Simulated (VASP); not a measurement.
Wanted: the native input for a VASP 6.6.1 run.

```
Task                   : single point
Functional             : LDA
Potentials or basis    : VASP PAW LDA potentials, release 64 (W_sv)
Cutoff                 : 520 eV
k mesh                 : 16 × 16 × 16
Occupations            : fermi-dirac, width 0.08 eV
Spin                   : no spin polarisation
Dipole correction      : no
Further INCAR settings : ALGO = Normal; EDIFF = 1e-07; NBANDS = 13
```

The structure of W lies in POSCAR:

```
W
1.0
    0.0000000000      1.6752831025      1.6752831025
    1.6752831025      0.0000000000      1.6752831025
    1.6752831025      1.6752831025      0.0000000000
W
1
Direct
    0.0000000000      0.0000000000      0.0000000000
```

This cell differs from its parent crystal: volume scaled by 0.6.

One way to write it, as run:

INCAR

```
PREC = Accurate
ENCUT = 520
EDIFF = 1E-7
ISMEAR = -1
SIGMA = 0.08
LREAL = False
LASPH = True
NELM = 60
ALGO = Normal
ISIF = 2
LWAVE = False
LCHARG = False
GGA = CA
NBANDS = 13
```

KPOINTS

```
regular mesh
0
Gamma
  16 16 16
```

Potentials or basis: VASP PAW LDA potentials, release 64 (W_sv).

The run is started by

```console
$ cat potpaw_LDA.64/W_sv/POTCAR > POTCAR
$ mpirun -np 1 vasp_std > vasp.out
```

Results of the run:

```json
{
 "Pressure": "446.0 GPa",
 "Band gap on the k mesh": "zero (band 7 reaches 29.68 eV, above the bottom of band 8 at 18.00 eV)"
}
```

Caveat: spin-orbit coupling is left out, which moves the levels of the heavy elements.

Wall time 36 s on 1 thread of AMD EPYC 7R13, with other jobs on the host, peak memory 0.1 GiB.
